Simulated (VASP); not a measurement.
Here is a VASP 6.6.1 calculation.

POSCAR

```
Cu
1.0
    2.5508792560      0.0000000000      0.0000000000
   -1.2754396280      2.2091262377      0.0000000000
    0.0000000000      0.0000000000      4.1398073633
Cu
2
Direct
    0.6666666667      0.3333333333      0.7500000000
    0.3333333333      0.6666666667      0.2500000000
```

Contents of INCAR.step1:

```
SYSTEM = Cu
PREC = Accurate ; ENCUT = 520
EDIFF = 1E-5 ; ISMEAR = -1
SIGMA = 0.05 ; LREAL = .FALSE.
LASPH = .TRUE. ; NELM = 80
ALGO = Normal ; ISIF = 2
LWAVE = .TRUE. ; LCHARG = .FALSE.
NBANDS = 18 ; GGA = PE
```

Contents of INCAR.step2:

```
SYSTEM = Cu
PREC = Accurate ; ENCUT = 520
EDIFF = 1E-6 ; ISMEAR = -1
SIGMA = 0.05 ; LREAL = .FALSE.
LASPH = .TRUE. ; NELM = 80
ALGO = Normal ; ISIF = 2
LWAVE = .FALSE. ; LCHARG = .FALSE.
GGA = PE ; LHFCALC = .TRUE.
HFSCREEN = 0.2079 ; PRECFOCK = Normal
NBANDS = 18 ; ISTART = 1
```

KPOINTS

```
Automatic mesh
0
G
  8 8 4
  0 0 0
```

Potentials or basis: VASP PAW PBE potentials, release 64 (Cu).

The run is started by

```sh
$ cat potpaw_PBE.64/Cu/POTCAR > POTCAR
$ cp INCAR.step1 INCAR
$ mpirun -np 1 vasp_std > vasp.out
$ cp INCAR.step2 INCAR
$ mpirun -np 1 vasp_std > vasp.out
```

Q: Estimate the band gap on the k mesh.

A: Zero (bands 11 and 12 overlap by 6.86 eV).

Q: Predict the pressure.

A: 4.9 GPa.

Stress tensor (GPa, compression positive):
```
5.60 0.00 0.00
0.00 5.60 0.00
0.00 0.00 3.38
```

Caveat: the k points lie up to 0.38 Å⁻¹ apart, too coarse for converged energies and pressures of a metal; the PAW data sets were made with another functional, which shifts forces and pressure a little.
